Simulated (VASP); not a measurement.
A run of VASP 6.6.1 is set up as follows.

Contents of INCAR:

```
  PREC = Accurate
  ENCUT = 520
  EDIFF = 1E-6
  ISMEAR = 0
  SIGMA = 0.1
  LREAL = Auto
  LASPH = True
  NELM = 100
  ALGO = Normal
  ISIF = 2
  LWAVE = False
  LCHARG = False
  LDIPOL = True
  IDIPOL = 3
  DIPOL = 0.5 0.5 0.291
  GGA = PE
  NBANDS = 40
```

Contents of KPOINTS:

```
Automatic mesh
0
Gamma
  5 4 1
```

Contents of POSCAR:

```
Al8H
1.0
    5.7135165837      0.0000000000      0.0000000000
    0.0000000000      8.0801326415      0.0000000000
    0.0000000000      0.0000000000     22.2432786975
Al H
16 2
Direct
    0.2500000000      0.2500000000      0.1798296040
    0.2500000000      0.7500000000      0.1798296040
    0.7500000000      0.2500000000      0.1798296040
    0.7500000000      0.7500000000      0.1798296040
    0.0000000000      0.0000000000      0.2440458181
    0.0000000000      0.5000000000      0.2440458181
    0.5000000000      0.0000000000      0.2440458181
    0.5000000000      0.5000000000      0.2440458181
    0.2500000000      0.2500000000      0.3102598702
    0.2500000000      0.7500000000      0.3102598702
    0.7500000000      0.2500000000      0.3102598702
    0.7500000000      0.7500000000      0.3102598702
    0.0000000000      0.0000000000      0.3705963860
    0.0000000000      0.5000000000      0.3705963860
    0.5000000000      0.0000000000      0.3705963860
    0.5000000000      0.5000000000      0.3705963860
    0.7500000000     -0.0402221120      0.4052135847
    0.7500000000      0.0402221120      0.4052135847
```

Potentials or basis: VASP PAW PBE potentials, release 64 (Al, H).

Command:

```bash
$ cat potpaw_PBE.64/Al/POTCAR potpaw_PBE.64/H/POTCAR > POTCAR
$ mpirun -np 1 vasp_std > vasp.out
```

Question: Predict the largest force.

Answer: 8.527 eV/Å.

Question: Predict the band gap on the k mesh.

Answer: Zero (bands 25 and 26 overlap by 0.59 eV).

Forces on the atoms (eV/Å):
```
Al   0.000  0.008  0.267
Al   0.000 -0.008  0.267
Al   0.000 -0.043  0.276
Al   0.000  0.043  0.276
Al   0.199  0.000 -0.251
Al   0.130  0.000 -0.225
Al  -0.199  0.000 -0.251
Al  -0.130  0.000 -0.225
Al   0.000  0.090 -0.092
Al   0.000 -0.090 -0.092
Al   0.000 -0.092  0.169
Al   0.000  0.092  0.169
Al   3.544  0.000 -1.938
Al  -0.016  0.000  0.013
Al  -3.544  0.000 -1.938
Al   0.016  0.000  0.013
H    0.000 -8.339  1.782
H    0.000  8.339  1.782
```
